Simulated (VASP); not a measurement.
# AlCrBN2 (P4/mmm) in VASP: single point with PBE

Aim: the single point of AlCrBN2 with PBE.

All numbers are computed with VASP 6.6.1; they aren't measurements. Logs are shortened: lines on timing, memory, paths and dates and some standing lists are left out, and cuts for length are marked.

### Step 1. The cell of the first run

The structure is tetragonal, space group P4/mmm (No. 123). Conventional cell: a = 3.657 Å, b = 3.657 Å, c = 4.244 Å, α = 90.00°, β = 90.00°, γ = 90.00°. Within 2.4 Å of Al (site symmetry 4/mmm) lie 4 N at 1.83 Å and 2 B at 2.12 Å. Cr (site symmetry 4/mmm) has 4 B at 2.59 Å and 8 N at 2.80 Å and 8 Al at 3.35 Å within 3.4 Å. Within 2.9 Å of B (site symmetry 4/mmm) lie 2 Al at 2.12 Å and 4 Cr at 2.59 Å and 8 N at 2.80 Å. Within 2.4 Å of N (site symmetry mmm) lie 2 Al at 1.83 Å.

The cell was built from a structure type or drawn by symmetry, and may not be a known phase.

### Step 2. Single point, PBE, collinear spin, ferrimagnetic start

INCAR reads:

```
ALGO = Normal
EDIFF = 1E-6
ENCUT = 520
GGA = PE
ISIF = 2
ISMEAR = 0
ISPIN = 2
LASPH = T
LCHARG = T
LELF = T
LMAXMIX = 4
LORBIT = 11
LREAL = F
LVHAR = T
LWAVE = F
MAGMOM = 0 3.85 0 -0.38 -0.38
NBANDS = 26
NELM = 150
PREC = Accurate
SIGMA = 0.1
```

KPOINTS reads:

```
k-points
0
Gamma
  10 10 10
```

POSCAR reads:

```
AlCrBN2
1.0
    3.6574918436      0.0000000000      0.0000000000
    0.0000000000      3.6574918436      0.0000000000
    0.0000000000      0.0000000000      4.2444836867
Al Cr B N
1 1 1 2
Direct
    0.5000000000      0.5000000000      0.5000000000
    0.0000000000      0.0000000000      0.0000000000
    0.5000000000      0.5000000000      0.0000000000
    0.5000000000      0.0000000000      0.5000000000
    0.0000000000      0.5000000000      0.5000000000
```

Potentials or basis: VASP PAW PBE potentials, release 64 (Al, Cr_pv, B, N).

The run is started by

```console
$ cat potpaw_PBE.64/Al/POTCAR potpaw_PBE.64/Cr_pv/POTCAR potpaw_PBE.64/B/POTCAR potpaw_PBE.64/N/POTCAR > POTCAR
$ mpirun -np 1 vasp_std > vasp.out
```

OUTCAR:

```text
EDIFF = 1E-6
   ENCUT = 520
   GGA = PE
   ISIF = 2
   ISMEAR = 0
   ISPIN = 2
   LASPH = T
   LORBIT = 11
   LREAL = F
   NELM = 150
   PREC = Accurate

 ion  position               nearest neighbor table
   1  0.500  0.500  0.500-   4 1.83   5 1.83   4 1.83   5 1.83   3 2.12   3 2.12
   2  0.000  0.000  0.000-   3 2.59   3 2.59   3 2.59   3 2.59
   3  0.500  0.500  0.000-   1 2.12   1 2.12   2 2.59   2 2.59   2 2.59   2 2.59
   4  0.500  0.000  0.500-   1 1.83   1 1.83
   5  0.000  0.500  0.500-   1 1.83   1 1.83

  LATTYP: Found a simple tetragonal cell.
 ALAT       =     3.6574918436
 C/A-ratio  =     1.1604902672

  Lattice vectors:

 A1 = (   3.6574918436,   0.0000000000,   0.0000000000)
 A2 = (   0.0000000000,   3.6574918436,   0.0000000000)
 A3 = (   0.0000000000,   0.0000000000,   4.2444836867)

Analysis of symmetry for initial positions (statically):
=====================================================================
 Subroutine PRICEL returns:
 Original cell was already a primitive cell.

 Routine SETGRP: Setting up the symmetry group for a
 simple tetragonal supercell.

 Subroutine GETGRP returns: Found 16 space group operations
 (whereof 16 operations were pure point group operations)
 out of a pool of 16 trial point group operations.

The static configuration has the point symmetry D_4h.

Analysis of symmetry for dynamics (positions and initial velocities):
=====================================================================
 Subroutine PRICEL returns:
 Original cell was already a primitive cell.

 Routine SETGRP: Setting up the symmetry group for a
 simple tetragonal supercell.

 Subroutine GETGRP returns: Found 16 space group operations
 (whereof 16 operations were pure point group operations)
 out of a pool of 16 trial point group operations.

The dynamic configuration has the point symmetry D_4h.

Analysis of structural, dynamic, and magnetic symmetry:
=====================================================================
 Subroutine PRICEL returns:
 Original cell was already a primitive cell.

 Routine SETGRP: Setting up the symmetry group for a
 simple tetragonal supercell.

 Subroutine GETGRP returns: Found 16 space group operations
 (whereof 16 operations were pure point group operations)
 out of a pool of 16 trial point group operations.

The overall configuration has the point symmetry D_4h.

 Subroutine INISYM returns: Found 16 space group operations
 (whereof 16 operations are pure point group operations),
 and found     1 'primitive' translations

----------------------------------------------------------------------------------------

                                     Primitive cell

  volume of cell :      56.7795

  direct lattice vectors                    reciprocal lattice vectors
     3.657491844  0.000000000  0.000000000     0.273411409  0.000000000  0.000000000
     0.000000000  3.657491844  0.000000000     0.000000000  0.273411409  0.000000000
     0.000000000  0.000000000  4.244483687     0.000000000  0.000000000  0.235599916

  length of vectors
     3.657491844  3.657491844  4.244483687     0.273411409  0.273411409  0.235599916

  position of ions in fractional coordinates (direct lattice)
     0.500000000  0.500000000  0.500000000
     0.000000000  0.000000000  0.000000000
     0.500000000  0.500000000  0.000000000
     0.500000000  0.000000000  0.500000000
     0.000000000  0.500000000  0.500000000

  ion indices of the primitive-cell ions
   primitive index   ion index
                 1           1
                 2           2
                 3           3
                 4           4
                 5           5

----------------------------------------------------------------------------------------

 KPOINTS: k-points

Automatic generation of k-mesh.
 Grid dimensions read from file:
 generate k-points for:   10   10   10

 Generating k-lattice:

  Cartesian coordinates                     Fractional coordinates (reciprocal lattice)
     0.027341141  0.000000000  0.000000000     0.100000000  0.000000000  0.000000000
     0.000000000  0.027341141  0.000000000     0.000000000  0.100000000  0.000000000
     0.000000000  0.000000000  0.023559992     0.000000000  0.000000000  0.100000000

  Length of vectors
     0.027341141  0.027341141  0.023559992

  Shift w.r.t. Gamma in fractional coordinates (k-lattice)
     0.000000000  0.000000000  0.000000000

 Subroutine IBZKPT returns following result:
 ===========================================

 Found    126 irreducible k-points:

 Following reciprocal coordinates:
            Coordinates               Weight
  0.000000  0.000000  0.000000      1.000000
  0.100000  0.000000  0.000000      4.000000
  0.200000  0.000000  0.000000      4.000000
  0.300000  0.000000  0.000000      4.000000
  0.400000  0.000000  0.000000      4.000000
  0.500000  0.000000  0.000000      2.000000
[... 16 lines left out ...]
  0.100000  0.000000  0.100000      8.000000
  0.200000  0.000000  0.100000      8.000000
 [... further k-points ...]
   k-points           NKPTS =    126   k-points in BZ     NKDIM =    126   number of bands    NBANDS=     26
   number of dos      NEDOS =    301   number of ions     NIONS =      5
   total plane-waves  NPLWV =  25088
   dimension x,y,z NGX =    28 NGY =   28 NGZ =   32
   dimension x,y,z NGXF=    56 NGYF=   56 NGZF=   64
   ions per type =               1   1   1   2
   NGX,Y,Z   is equivalent  to a cutoff of  12.73, 12.73, 12.53 a.u.
   NGXF,Y,Z  is equivalent  to a cutoff of  25.45, 25.45, 25.07 a.u.
 SYSTEM =  unknown system
   PREC   = accura    normal or accurate (medium, high low for compatibility)
   ISTART =      0    job   : 0-new  1-cont  2-samecut
   ICHARG =      2    charge: 1-file 2-atom 10-const
   ISPIN  =      2    spin polarized calculation?
   LNONCOLLINEAR =      F non collinear calculations
   LSORBIT =      F    spin-orbit coupling
   LASPH  =      T    aspherical Exc in radial PAW
   ENCUT  =  520.0 eV  38.22 Ry    6.18 a.u.   6.80  6.80  7.89*2*pi/ulx,y,z
   NELM   =    150;   NELMIN=  2; NELMDL= -5     # of ELM steps
   EDIFF  = 0.1E-05   stopping-criterion for ELM
   LREAL  =      F    real-space projection
   EDIFFG = 0.1E-04   stopping-criterion for IOM
   NSW    =      0    number of steps for IOM
   IBRION =     -1    ionic relax: 0-MD 1-quasi-New 2-CG
   NFREE  =      0    steps in history (QN), initial steepest desc. (CG)
   ISIF   =      2    stress and relaxation
   ISYM   =      2    0-nonsym 1-usesym 2-fastsym
   POTIM  = 0.5000    time-step for ionic-motion
   TEBEG  =    0.0;   TEEND  =   0.0 temperature during run
   PSTRESS=    0.0 pullay stress
   NELECT =      28.0000    total number of electrons
   NUPDOWN=      -1.0000    fix difference up-down
   EMIN   =  10.00;   EMAX   =-10.00  energy-range for DOS
   EFERMI =   0.00;   METHOD = LEGACY
   ISMEAR =     0;   SIGMA  =   0.10  broadening in eV -4-tet -1-fermi 0-gaus
   EFERMI_NEDOS =   21; number of points for ismear=-14 and -15
   IALGO  =     38    algorithm
   IMIX   =      4    mixing-type and parameters
     AMIX     =   0.40;   BMIX     =  1.00
     AMIX_MAG =   1.60;   BMIX_MAG =  1.00
  volume/ion in A,a.u.               =      11.36        76.63
  Fermi-wavevector in a.u.,A,eV,Ry     =   1.293392  2.444157 22.760695  1.672864
  Thomas-Fermi vector in A             =   2.425041
   LORBIT       =     11    0 simple, 1 ext, 2 COOP (PROOUT), +10 PAW based schemes
   GGA     = PE    functional components
   LHFCALC =     F    Hartree Fock is set to
   AEXX    =    0.0000 exact exchange contribution
   IVDW    =     0    specifies the selected vdW correction
   LEPSILON=     F    determine dielectric tensor
   LRPA    =     F    only Hartree local field effects (RPA)
 spin polarized calculation
 Gauss-broadening in eV      SIGMA  =   0.10
  energy-cutoff  :      520.00
  volume of cell :       56.78
 maximum number of plane-waves:      1552
 NGX is ok and might be reduce to    28
   NGX = 13   NGY = 13   NGZ = 15

 number of electron      28.0000011 magnetization       2.5020392

 Free energy of the ion-electron system (eV)
  ---------------------------------------------------
  ext. energy  EPLUGINS =         0.00000000
  ---------------------------------------------------
  free energy    TOTEN  =       -30.36910124 eV

  energy without entropy =      -30.35119299  energy(sigma->0) =      -30.36014712

 E-fermi :   5.7367     XC(G=0): -11.1140

 val. band max:        5.7342064065   @ k =   0.5000   0.3000   0.2000
 cond. band min:       5.7383259915   @ k =   0.3000   0.0000   0.2000
 fundamental gap:      0.0041195849
 Fermi energy:         5.7367349735

 spin component 1

 k-point     1 :       0.0000    0.0000    0.0000
  band No.  band energies     occupation
      1     -38.5354      1.00000
      2     -38.4366      1.00000
      3     -38.4366      1.00000
      4      -9.8230      1.00000
      5      -6.1461      1.00000
      6      -0.8834      1.00000
[... 685 lines left out ...]
     25      16.5079      0.00000
     26      16.7580      0.00000

 [... further k-points ...]

 spin component 2

 k-point     1 :       0.0000    0.0000    0.0000
  band No.  band energies     occupation
      1     -35.1776      1.00000
      2     -35.1776      1.00000
      3     -35.0402      1.00000
      4     -10.2621      1.00000
      5      -6.7574      1.00000
      6      -0.9106      1.00000
[... 685 lines left out ...]
     25      16.7236      0.00000
     26      17.1172      0.00000

 [... further k-points ...]

------------------------ aborting loop because EDIFF is reached ----------------------------------------

  FORCE on cell =-STRESS in cart. coord.  units (eV):
  Direction    XX          YY          ZZ          XY          YZ          ZX
  --------------------------------------------------------------------------------------
  -------------------------------------------------------------------------------------
  Total        0.0182711      0.0182711     -0.0195229      0.0000000     -0.0000000      0.0000000
  in kB        0.5155655      0.5155655     -0.5508879      0.0000000     -0.0000000      0.0000000
  external PRESSURE =       0.1600810 kB  Pullay stress =       0.0000000 kB

 VOLUME and BASIS-vectors are now :
 -----------------------------------------------------------------------------
  energy-cutoff  :      520.00
  volume of cell :       56.78
      direct lattice vectors                 reciprocal lattice vectors
     3.657491844  0.000000000  0.000000000     0.273411409  0.000000000  0.000000000
     0.000000000  3.657491844  0.000000000     0.000000000  0.273411409  0.000000000
     0.000000000  0.000000000  4.244483687     0.000000000  0.000000000  0.235599916

 POSITION                                       TOTAL-FORCE (eV/Angst)
 -----------------------------------------------------------------------------------
      1.82875      1.82875      2.12224         0.000000      0.000000      0.000000
      0.00000      0.00000      0.00000         0.000000      0.000000      0.000000
      1.82875      1.82875      0.00000         0.000000      0.000000      0.000000
      1.82875      0.00000      2.12224         0.000000      0.000000      0.000000
      0.00000      1.82875      2.12224         0.000000      0.000000      0.000000
 -----------------------------------------------------------------------------------
    total drift:                               -0.000000     -0.000000      0.000000

  FREE ENERGIE OF THE ION-ELECTRON SYSTEM (eV)
  ---------------------------------------------------
  free  energy   TOTEN  =       -30.3691012439 eV

  energy  without entropy=      -30.3511929915  energy(sigma->0) =      -30.36014712

 total charge

# of ion       s       p       d       tot
------------------------------------------
    1        0.375   0.516   0.000   0.891
    2        0.178   6.104   4.008  10.290
    3        0.812   0.811   0.000   1.622
    4        1.331   2.283   0.000   3.614
    5        1.331   2.283   0.000   3.614
--------------------------------------------------
tot          4.027  11.997   4.008  20.032

 magnetization (x)

# of ion       s       p       d       tot
------------------------------------------
    1        0.004   0.001   0.000   0.005
    2        0.032   0.020   3.203   3.255
    3       -0.036  -0.075   0.000  -0.111
    4       -0.003  -0.295   0.000  -0.298
    5       -0.003  -0.295   0.000  -0.298
--------------------------------------------------
tot         -0.006  -0.644   3.203   2.554
```

Run time: 14 min. Hardware: 1 thread of AMD EPYC 7R13, shared host; peak memory 0.38 GiB.

What came out:

```yaml
Free_energy: -30.3691 eV
Pressure: 0.0 GPa
Net_moment: 2.50 μB per cell
Site_moments: Al +0.01; Cr +3.25; B -0.11; N -0.30 μB
Valence_electrons_inside_the_program's_atomic_spheres: Al 0.89; Cr 10.29; B 1.62; N 3.61
```

Levels at points of the mesh, in eV from the Fermi level:
Spin up:
```
           k point  band 11  band 12  band 13  band 14  band 15  band 16  band 17  band 18  band 19  band 20
(0.00, 0.00, 0.00)    -1.05    -1.05    -0.85    -0.73    -0.42     0.59     0.59     2.04     2.04     2.48
(0.50, 0.00, 0.00)    -2.32    -2.28    -1.39    -1.25    -0.98    -0.84     0.00     1.54     1.75     4.24
(0.50, 0.50, 0.00)    -1.48    -0.85    -0.76    -0.70    -0.70    -0.58     0.51     0.51     0.63     2.23
(0.00, 0.00, 0.50)    -1.00    -1.00    -0.88    -0.83     0.57     0.77     0.77     0.93     1.15     1.15
(0.50, 0.00, 0.50)    -2.10    -1.36    -1.27    -1.01    -0.72    -0.19     0.44     1.19     2.46     3.61
(0.50, 0.50, 0.50)    -0.95    -0.95    -0.89    -0.79    -0.75     0.40     1.43     2.13     2.43     2.43
```
Spin down:
```tsv
k point	band 9	band 10	band 11	band 12	band 13	band 14	band 15	band 16	band 17	band 18
(0.00, 0.00, 0.00)	-5.11	-0.95	-0.20	-0.20	1.27	1.55	1.89	1.89	1.93	1.93
(0.50, 0.00, 0.00)	-2.95	-2.66	-2.64	-2.04	-1.73	-0.04	1.23	2.08	2.46	2.92
(0.50, 0.50, 0.00)	-2.86	-2.86	-1.66	-1.05	-0.65	-0.65	0.92	2.46	2.77	2.89
(0.00, 0.00, 0.50)	-1.92	-1.13	-1.01	-0.36	-0.36	0.70	0.70	1.59	2.41	2.71
(0.50, 0.00, 0.50)	-3.89	-2.25	-2.08	-0.84	-0.68	0.43	0.75	2.54	2.59	2.74
(0.50, 0.50, 0.50)	-4.15	-4.15	-1.04	1.05	1.17	2.02	2.02	2.11	2.11	2.29
```

Caveat: a cell with one magnetic atom can't hold antiferromagnetic order, which such compounds often take.
